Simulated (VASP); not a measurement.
The system is Al.

```
Al
1.0
     4.60507    0.00000    0.00000
    -2.30253    3.98811    0.00000
     0.00000    0.00000    2.66843
Al
2
Direct
  0.33333 0.66667 0.50000
  0.66667 0.33333 0.50000
```

* Program: VASP 6.6.1
* Task: relaxation of cell and atoms
* Functional: PBE
* Potentials or basis: VASP PAW PBE potentials, release 64 (Al)
* Cutoff: 600 eV
* k mesh: 15 × 15 × 20
* Occupations: gaussian, width 0.1 eV
* Spin: no spin polarisation

At the start: pressure 0.5 GPa; volume 24.50 Å³/atom.

**Question.** How do energy, volume and symmetry change on relaxing?

**Answer.** Over 5 steps the energy falls by 12.8 meV/atom and the volume is 24.64 Å³/atom (+0.5 %); space group P6/mmm (No. 191, to 0.05 Å).

Step by step:
```tsv
step	energy change (eV)	largest force (eV/Å)	pressure (GPa)	volume (Å³)
1	0.0000	0.0000	0.46	49.01
2	-0.0254	0.0000	-0.19	49.48
3	-0.0255	0.0000	-0.21	49.51
4	-0.0255	0.0000	-0.21	49.51
5	-0.0256	0.0000	0.00	49.27
```

Final structure:
```
CELL_PARAMETERS angstrom
4.54589 0.00000 0.00000
-2.27294 3.93685 0.00000
0.00000 0.00000 2.75325
ATOMIC_POSITIONS crystal
Al 0.33333 0.66667 0.50000
Al 0.66667 0.33333 0.50000
```
